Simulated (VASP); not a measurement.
V2Co:

```
V Co
1.0
     0.00000    3.30628    3.30628
     3.30628    0.00000    3.30628
     3.30628    3.30628    0.00000
V Co
4 2
Direct
  0.62500 0.62500 0.62500
  0.12500 0.62500 0.62500
  0.62500 0.62500 0.12500
  0.62500 0.12500 0.62500
  0.00000 0.00000 0.00000
  0.25000 0.25000 0.25000
```

```yaml
Program: VASP 6.6.1
Task: relaxation of cell and atoms
Functional: PBE
Potentials_or_basis: VASP PAW PBE potentials, release 64 (V_sv, Co)
Cutoff: 600 eV
k_mesh: 4 × 4 × 4
Occupations: gaussian, width 0.1 eV
Spin: no spin polarisation
```

At the start: pressure 9.9 GPa; volume 12.05 Å³/atom.

**Question.** How do energy, volume and symmetry change on relaxing?

**Answer.** Over 3 steps the energy falls by 18.3 meV/atom and the volume is 12.68 Å³/atom (+5.2 %); space group Fd-3m (No. 227, to 0.1 Å) before and after.

Step by step:
| step | energy change (eV) | largest force (eV/Å) | pressure (GPa) | volume (Å³) |
| --- | --- | --- | --- | --- |
| 1 | 0.0000 | 0.0000 | 9.89 | 72.29 |
| 2 | 0.0115 | 0.0000 | -8.59 | 80.35 |
| 3 | -0.1097 | 0.0000 | -0.10 | 76.06 |

Final structure:
```
V Co
1.0
     0.00000    3.36289    3.36289
     3.36289    0.00000    3.36289
     3.36289    3.36289    0.00000
V Co
4 2
Direct
  0.62500 0.62500 0.62500
  0.12500 0.62500 0.62500
  0.62500 0.62500 0.12500
  0.62500 0.12500 0.62500
  0.00000 0.00000 0.00000
  0.25000 0.25000 0.25000
```

Caveat: the k points lie up to 0.40 Å⁻¹ apart in the final cell, too coarse for converged energies and pressures of a metal; the run has no spin polarisation, though such a crystal can be magnetic.
